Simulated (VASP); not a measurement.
# CuO (Cc) in VASP: a series of runs

The runs below take CuO through relaxation of cell and atoms, single point, with LDA, revPBE.

All numbers are computed with VASP 6.6.1; they aren't measurements. Logs are shortened: lines on timing, memory, paths and dates and some standing lists are left out, and cuts for length are marked.

## 1. The cell of the first run

Symmetry: Cc, No. 9, monoclinic system. The conventional cell has a = 4.689 Å, b = 3.427 Å, c = 5.132 Å, α = 90.00°, β = 99.65°, γ = 90.00°. Cu (site symmetry 1) has 4 O at 1.91 to 2.02 Å within 2.5 Å. O (site symmetry 1) has 4 Cu at 1.91 to 2.02 Å within 2.5 Å.

## 2. Relaxation of cell and atoms, LDA

Input file INCAR:

```
ALGO = Normal
EDIFF = 1E-7
EDIFFG = -0.005
ENCUT = 600
IBRION = 2
ISIF = 3
ISMEAR = -1
LASPH = T
LCHARG = F
LREAL = F
LWAVE = F
NELM = 100
NSW = 80
PREC = Accurate
SIGMA = 0.05
```

Input file KPOINTS:

```
k-points
0
Gamma
  8 8 4
```

Input file POSCAR:

```
CuO
1.0
    2.3446497600     -1.7133998200      0.0000000000
    2.3446497600      1.7133998200      0.0000000000
   -0.8605499100      0.0000000000      5.0594394800
Cu O
2 2
Direct
    0.0032000000      0.4968000000      0.0000000000
    0.4968000000      0.0032000000      0.5000000000
    0.5714000000      0.4056000000      0.2537000000
    0.4056000000      0.5714000000      0.7537000000
```

Potentials or basis: VASP PAW LDA potentials, release 64 (Cu, O).

Command:

```console
> cat potpaw_LDA.64/Cu/POTCAR potpaw_LDA.64/O/POTCAR > POTCAR
> mpirun -np 1 vasp_std > vasp.out
```

OUTCAR:

```text
EDIFF = 1E-7
   EDIFFG = -0.005
   ENCUT = 600
   IBRION = 2
   ISIF = 3
   ISMEAR = -1
   LASPH = T
   LREAL = F
   NELM = 100
   NSW = 80
   PREC = Accurate

 ion  position               nearest neighbor table
   1  0.003  0.497  0.000-   4 1.91   3 1.93   4 1.98   3 2.02
   2  0.497  0.003  0.500-   3 1.91   4 1.93   3 1.98   4 2.02
   3  0.571  0.406  0.254-   2 1.91   1 1.93   2 1.98   1 2.02
   4  0.406  0.571  0.754-   1 1.91   2 1.93   1 1.98   2 2.02

  LATTYP: Found a base centered monoclinic cell.
 ALAT       =     4.6892995200
 B/A-ratio  =     0.7307700490
 C/A-ratio  =     1.0944283419
 COS(beta)  =    -0.1676798045

  Lattice vectors:

 A1 = (   2.3446497600,  -1.7133998200,   0.0000000000)
 A2 = (   2.3446497600,   1.7133998200,   0.0000000000)
 A3 = (  -0.8605499100,   0.0000000000,   5.0594394800)

Analysis of symmetry for initial positions (statically):
=====================================================================
 Subroutine PRICEL returns:
 Original cell was already a primitive cell.

 Routine SETGRP: Setting up the symmetry group for a
 base centered monoclinic supercell.

 Subroutine GETGRP returns: Found  2 space group operations
 (whereof  1 operations were pure point group operations)
 out of a pool of  4 trial point group operations.

The static configuration has the point symmetry C_1 .
 The point group associated with its full space group is C_1h.

Analysis of symmetry for dynamics (positions and initial velocities):
=====================================================================
 Subroutine PRICEL returns:
 Original cell was already a primitive cell.

 Routine SETGRP: Setting up the symmetry group for a
 base centered monoclinic supercell.

 Subroutine GETGRP returns: Found  2 space group operations
 (whereof  1 operations were pure point group operations)
 out of a pool of  4 trial point group operations.

The dynamic configuration has the point symmetry C_1 .
 The point group associated with its full space group is C_1h.

 Subroutine INISYM returns: Found  2 space group operations
 (whereof  1 operations are pure point group operations),
 and found     1 'primitive' translations

----------------------------------------------------------------------------------------

                                     Primitive cell

  volume of cell :      40.6508

  direct lattice vectors                    reciprocal lattice vectors
     2.344649760 -1.713399820  0.000000000     0.213251467 -0.291817470  0.036271514
     2.344649760  1.713399820  0.000000000     0.213251467  0.291817470  0.036271514
    -0.860549910  0.000000000  5.059439480     0.000000000  0.000000000  0.197650353

  length of vectors
     2.903983719  2.903983719  5.132102298     0.363248188  0.363248188  0.197650353

  position of ions in fractional coordinates (direct lattice)
     0.003200000  0.496800000  0.000000000
     0.496800000  0.003200000  0.500000000
     0.571400000  0.405600000  0.253700000
     0.405600000  0.571400000  0.753700000

  ion indices of the primitive-cell ions
   primitive index   ion index
                 1           1
                 2           2
                 3           3
                 4           4

----------------------------------------------------------------------------------------

 KPOINTS: k-points

Automatic generation of k-mesh.
 Grid dimensions read from file:
 generate k-points for:    8    8    4

 Generating k-lattice:

  Cartesian coordinates                     Fractional coordinates (reciprocal lattice)
     0.026656433 -0.036477184  0.004533939     0.125000000 -0.000000000  0.000000000
     0.026656433  0.036477184  0.004533939    -0.000000000  0.125000000  0.000000000
     0.000000000  0.000000000  0.049412588     0.000000000  0.000000000  0.250000000

  Length of vectors
     0.045406024  0.045406024  0.049412588

  Shift w.r.t. Gamma in fractional coordinates (k-lattice)
     0.000000000  0.000000000  0.000000000

 Subroutine IBZKPT returns following result:
 ===========================================

 Found     78 irreducible k-points:

 Following reciprocal coordinates:
            Coordinates               Weight
  0.000000  0.000000  0.000000      1.000000
  0.125000  0.000000  0.000000      4.000000
  0.250000  0.000000  0.000000      4.000000
  0.375000 -0.000000  0.000000      4.000000
  0.500000  0.000000  0.000000      2.000000
  0.125000  0.125000  0.000000      2.000000
[... 16 lines left out ...]
  0.125000  0.000000  0.250000      4.000000
  0.250000  0.000000  0.250000      4.000000
 [... further k-points ...]
   k-points           NKPTS =     78   k-points in BZ     NKDIM =     78   number of bands    NBANDS=     21
   number of dos      NEDOS =    301   number of ions     NIONS =      4
   total plane-waves  NPLWV =  24192
   dimension x,y,z NGX =    24 NGY =   24 NGZ =   42
   dimension x,y,z NGXF=    48 NGYF=   48 NGZF=   84
   ions per type =               2   2
   NGX,Y,Z   is equivalent  to a cutoff of  13.74, 13.74, 13.61 a.u.
   NGXF,Y,Z  is equivalent  to a cutoff of  27.48, 27.48, 27.21 a.u.
 SYSTEM =  unknown system
   PREC   = accura    normal or accurate (medium, high low for compatibility)
   ISTART =      0    job   : 0-new  1-cont  2-samecut
   ICHARG =      2    charge: 1-file 2-atom 10-const
   ISPIN  =      1    spin polarized calculation?
   LNONCOLLINEAR =      F non collinear calculations
   LSORBIT =      F    spin-orbit coupling
   LASPH  =      T    aspherical Exc in radial PAW
   ENCUT  =  600.0 eV  44.10 Ry    6.64 a.u.   5.80  5.80 10.25*2*pi/ulx,y,z
   NELM   =    100;   NELMIN=  2; NELMDL= -5     # of ELM steps
   EDIFF  = 0.1E-06   stopping-criterion for ELM
   LREAL  =      F    real-space projection
   EDIFFG = -.5E-02   stopping-criterion for IOM
   NSW    =     80    number of steps for IOM
   IBRION =      2    ionic relax: 0-MD 1-quasi-New 2-CG
   NFREE  =      1    steps in history (QN), initial steepest desc. (CG)
   ISIF   =      3    stress and relaxation
   ISYM   =      2    0-nonsym 1-usesym 2-fastsym
   POTIM  = 0.5000    time-step for ionic-motion
   TEBEG  =    0.0;   TEEND  =   0.0 temperature during run
   PSTRESS=    0.0 pullay stress
   NELECT =      34.0000    total number of electrons
   NUPDOWN=      -1.0000    fix difference up-down
   EMIN   =  10.00;   EMAX   =-10.00  energy-range for DOS
   EFERMI =   0.00;   METHOD = LEGACY
   ISMEAR =    -1;   SIGMA  =   0.05  broadening in eV -4-tet -1-fermi 0-gaus
   EFERMI_NEDOS =   21; number of points for ismear=-14 and -15
   IALGO  =     38    algorithm
   IMIX   =      4    mixing-type and parameters
     AMIX     =   0.40;   BMIX     =  1.00
     AMIX_MAG =   1.60;   BMIX_MAG =  1.00
  volume/ion in A,a.u.               =      10.16        68.58
  Fermi-wavevector in a.u.,A,eV,Ry     =   1.542451  2.914810 32.370379  2.379156
  Thomas-Fermi vector in A             =   2.648254
   LORBIT       =      0    0 simple, 1 ext, 2 COOP (PROOUT), +10 PAW based schemes
   GGA     = CA    functional components
   LHFCALC =     F    Hartree Fock is set to
   AEXX    =    0.0000 exact exchange contribution
   IVDW    =     0    specifies the selected vdW correction
   LEPSILON=     F    determine dielectric tensor
   LRPA    =     F    only Hartree local field effects (RPA)
 conjugate gradient relaxation of ions
 non-spin polarized calculation
  energy-cutoff  :      600.00
  volume of cell :       40.65
 maximum number of plane-waves:      1370
   NGX = 11   NGY = 11   NGZ = 21

--------------------------------------- Ionic step        1  -------------------------------------------

 number of electron      33.9999993 magnetization

 Free energy of the ion-electron system (eV)
  ---------------------------------------------------
  ext. energy  EPLUGINS =         0.00000000
  ---------------------------------------------------
  free energy    TOTEN  =       -23.11209002 eV

  energy without entropy =      -23.09468097  energy(sigma->0) =      -23.10338549

------------------------ aborting loop because EDIFF is reached ----------------------------------------

  FORCE on cell =-STRESS in cart. coord.  units (eV):
  Direction    XX          YY          ZZ          XY          YZ          ZX
  --------------------------------------------------------------------------------------
  -------------------------------------------------------------------------------------
  Total       -2.4507408     -1.4239341     -2.8945781      0.0000000      0.0000000     -0.0687047
  in kB      -96.5914894    -56.1217734   -114.0845295      0.0000000      0.0000000     -2.7078726
  external PRESSURE =     -88.9325975 kB  Pullay stress =       0.0000000 kB
[... 95 lines left out ...]
  FREE ENERGIE OF THE ION-ELECTRON SYSTEM (eV)
  ---------------------------------------------------
  free  energy   TOTEN  =       -23.2220343517 eV

  energy  without entropy=      -23.2050125239  energy(sigma->0) =      -23.21352344

[... ionic steps 4 to 43 ...]

--------------------------------------- Ionic step       44  -------------------------------------------

 number of electron      33.9999993 magnetization

------------------------ aborting loop because EDIFF is reached ----------------------------------------

  FORCE on cell =-STRESS in cart. coord.  units (eV):
  Direction    XX          YY          ZZ          XY          YZ          ZX
  --------------------------------------------------------------------------------------
  -------------------------------------------------------------------------------------
  Total        0.0226392      0.0044647      0.0511364      0.0000000      0.0000000     -0.0081743
  in kB        0.8811299      0.1737684      1.9902535      0.0000000      0.0000000     -0.3181473
  external PRESSURE =       1.0150506 kB  Pullay stress =       0.0000000 kB
[... 61 lines left out ...]
  energy  without entropy=      -23.3310709115  energy(sigma->0) =      -23.33827946

--------------------------------------- Ionic step       46  -------------------------------------------

 number of electron      33.9999994 magnetization

 Free energy of the ion-electron system (eV)
  ---------------------------------------------------
  ext. energy  EPLUGINS =         0.00000000
  ---------------------------------------------------
  free energy    TOTEN  =       -23.34549509 eV

  energy without entropy =      -23.33108025  energy(sigma->0) =      -23.33828767

 E-fermi :   5.5329     XC(G=0): -12.2567

 val. band max:        5.5326724494   @ k =  -0.1250  -0.1250   0.2500
 cond. band min:       5.5423722884   @ k =   0.1250   0.1250   0.2500
 fundamental gap:      0.0096998390
 Fermi energy:         5.5329303414

 k-point     1 :       0.0000    0.0000    0.0000
  band No.  band energies     occupation
      1     -14.6370      2.00000
      2     -13.0956      2.00000
      3      -3.3771      2.00000
      4      -0.4797      2.00000
      5      -0.4066      2.00000
      6       1.3382      2.00000
[... 550 lines left out ...]
      5      -0.5596      2.00000
      6      -0.3519      2.00000
[... 13 lines left out ...]
     20      10.9238      0.00000
     21      14.6723      0.00000

 [... further k-points ...]
[... 5 lines left out ...]
  --------------------------------------------------------------------------------------
  -------------------------------------------------------------------------------------
  Total        0.0007336     -0.0080319      0.0103145      0.0000000      0.0000000      0.0089080
  in kB        0.0285347     -0.3124177      0.4012020      0.0000000      0.0000000      0.3464929
  external PRESSURE =       0.0391063 kB  Pullay stress =       0.0000000 kB
[... 19 lines left out ...]
  FREE ENERGIE OF THE ION-ELECTRON SYSTEM (eV)
  ---------------------------------------------------
  free  energy   TOTEN  =       -23.3454950884 eV

  energy  without entropy=      -23.3310802492  energy(sigma->0) =      -23.33828767

 reached required accuracy - stopping structural energy minimisation
```

Wall time 12 min (1 thread of Intel Xeon 6975P-C (Granite Rapids), shared host); peak memory 0.2 GiB.

Results:

```yaml
Free_energy: -23.3455 eV
Relaxed_volume: 10.30 Å³/atom
Relaxed_cell: a = 2.854 Å, b = 2.854 Å, c = 5.060 Å, α = 90.19°, β = 90.19°, γ = 88.13°
Space_group_after_relaxing_to_0.1_Å: Cccm (No. 66)
Energy_gained_by_relaxing: 58.4 meV/atom
Ionic_steps: 46
Pressure_after_relaxing: 0.0 GPa
Largest_force_after_relaxing: 0.005 eV/Å
Band_gap_on_the_k_mesh: zero (bands 17 and 18 overlap by 1.18 eV)
```

Forces in eV/Å, atoms in the order of the input:
```
Cu   0.002  0.000 -0.004
Cu   0.002  0.000 -0.004
O   -0.002 -0.001  0.004
O   -0.002  0.001  0.004
```

The path:
| step | energy change (eV) | largest force (eV/Å) | pressure (GPa) | volume (Å³) |
| --- | --- | --- | --- | --- |
| 1 | 0.0000 | 0.7907 | -8.89 | 40.65 |
| 3 | -0.1099 | 0.2968 | 2.05 | 38.42 |
| 5 | -0.1216 | 0.1833 | 0.17 | 38.83 |
| 7 | -0.1434 | 0.0663 | -0.81 | 39.51 |
| 9 | -0.1553 | 0.2137 | -1.85 | 40.53 |
| 11 | -0.1732 | 0.2288 | -0.84 | 40.76 |
| 13 | -0.1987 | 0.2339 | -0.09 | 41.11 |
| 15 | -0.2211 | 0.1334 | -1.34 | 41.42 |
| 17 | -0.2249 | 0.1140 | 0.62 | 41.00 |
| 19 | -0.2279 | 0.0842 | -0.11 | 41.08 |
| 21 | -0.2290 | 0.0388 | 0.02 | 41.05 |
| 23 | -0.2313 | 0.0449 | 0.57 | 41.05 |
| 25 | -0.2316 | 0.0496 | 0.84 | 41.04 |
| 27 | -0.2325 | 0.0287 | 0.04 | 41.22 |
| 29 | -0.2327 | 0.0246 | -0.22 | 41.27 |
| 31 | -0.2332 | 0.0306 | -0.07 | 41.19 |
| 33 | -0.2333 | 0.0027 | 0.03 | 41.17 |
| 35 | -0.2333 | 0.0116 | 0.07 | 41.16 |
| 37 | -0.2333 | 0.0037 | 0.09 | 41.17 |
| 39 | -0.2333 | 0.0075 | -0.03 | 41.19 |
| 41 | -0.2333 | 0.0083 | -0.08 | 41.20 |
| 43 | -0.2334 | 0.0092 | 0.03 | 41.18 |
| 45 | -0.2334 | 0.0023 | 0.07 | 41.18 |
| 46 | -0.2334 | 0.0046 | 0.00 | 41.19 |

Final structure:
```
Cu O
1.0
     2.04494   -1.98493    0.15345
     2.04494    1.98493    0.15345
    -0.40183    0.00000    5.04371
Cu O
2 2
Direct
  0.99426 0.49415 0.00188
  0.49415 0.99426 0.50188
  0.49551 0.49308 0.25182
  0.49308 0.49551 0.75182
```

Caveat: semilocal functionals often make such compounds metallic where correlation or magnetic order opens a gap, which also shifts bond lengths. With open d or f shells a metallic result of LDA can be an artefact of self-interaction; +U or a hybrid may open a gap.

## 3. Single point, revPBE

Input file INCAR:

```
  PREC = Accurate
  ENCUT = 700
  EDIFF = 1E-6
  ISMEAR = -1
  SIGMA = 0.05
  LREAL = False
  LASPH = True
  NELM = 120
  ALGO = Normal
  ISIF = 2
  LWAVE = False
  LCHARG = False
  GGA = RE
  NBANDS = 33
  GGA_COMPAT = False
```

Input file KPOINTS:

```
regular mesh
0
Gamma
  6 6 3
```

POSCAR is that of step 2.

Potentials or basis: VASP PAW PBE potentials, release 64 (Cu_sv_GW, O).

Command:

```console
> cat potpaw_PBE.64/Cu_sv_GW/POTCAR potpaw_PBE.64/O/POTCAR > POTCAR
> mpirun -np 1 vasp_std > vasp.out
```

OUTCAR:

```text
PREC = Accurate
   ENCUT = 700
   EDIFF = 1E-6
   ISMEAR = -1
   LREAL = False
   LASPH = True
   NELM = 120
   ISIF = 2
   GGA = RE

 ion  position               nearest neighbor table
   1  0.003  0.497  0.000-   4 1.91   3 1.93   4 1.98   3 2.02
   2  0.497  0.003  0.500-   3 1.91   4 1.93   3 1.98   4 2.02
   3  0.571  0.406  0.254-   2 1.91   1 1.93   2 1.98   1 2.02
   4  0.406  0.571  0.754-   1 1.91   2 1.93   1 1.98   2 2.02

  LATTYP: Found a base centered monoclinic cell.
[... 1059 lines left out ...]
     32      19.7615      0.00000
     33      20.7549      0.00000

 [... further k-points ...]
[... 5 lines left out ...]
  --------------------------------------------------------------------------------------
  -------------------------------------------------------------------------------------
  Total        1.6751359      1.8152089      1.7259760      0.0000000      0.0000000     -0.5114184
  in kB       66.0224331     71.5431576     68.0262053      0.0000000      0.0000000    -20.1566244
  external PRESSURE =      68.5305987 kB  Pullay stress =       0.0000000 kB

 VOLUME and BASIS-vectors are now :
 -----------------------------------------------------------------------------
  energy-cutoff  :      700.00
  volume of cell :       40.65
      direct lattice vectors                 reciprocal lattice vectors
     2.344649760 -1.713399820  0.000000000     0.213251467 -0.291817470  0.036271514
     2.344649760  1.713399820  0.000000000     0.213251467  0.291817470  0.036271514
    -0.860549910  0.000000000  5.059439480     0.000000000  0.000000000  0.197650353

 POSITION                                       TOTAL-FORCE (eV/Angst)
 -----------------------------------------------------------------------------------
      1.17232      0.84573      0.00000        -0.622638      0.366846      0.252763
      0.74205     -0.84573      2.52972        -0.622638     -0.366846      0.252763
      2.07240     -0.28408      1.28358         0.622638      0.248494     -0.252763
      1.64213      0.28408      3.81330         0.622638     -0.248494     -0.252763
 -----------------------------------------------------------------------------------
    total drift:                                0.000715      0.000000     -0.000622

  FREE ENERGIE OF THE ION-ELECTRON SYSTEM (eV)
  ---------------------------------------------------
  free  energy   TOTEN  =       -18.1213994575 eV

  energy  without entropy=      -18.0990283341  energy(sigma->0) =      -18.11021390
```

Run time: 79 s. Hardware: 1 thread of Intel Xeon Platinum 8375C at 2.90GHz (Ice Lake), shared host; peak memory 0.23 GiB.

Results:

- Free energy: -18.1214 eV
- Pressure: 6.9 GPa
- Largest force: 0.766 eV/Å
- Band gap on the k mesh: zero (bands 25 and 26 overlap by 0.46 eV)

Forces on the atoms (eV/Å):
```
Cu  -0.623  0.367  0.253
Cu  -0.623 -0.367  0.253
O    0.623  0.248 -0.253
O    0.623 -0.248 -0.253
```

Caveat: the k points lie up to 0.41 Å⁻¹ apart; the PAW data sets were made with another functional, which shifts forces and pressure a little; semilocal functionals often make such compounds metallic where correlation or magnetic order opens a gap, which also shifts bond lengths.
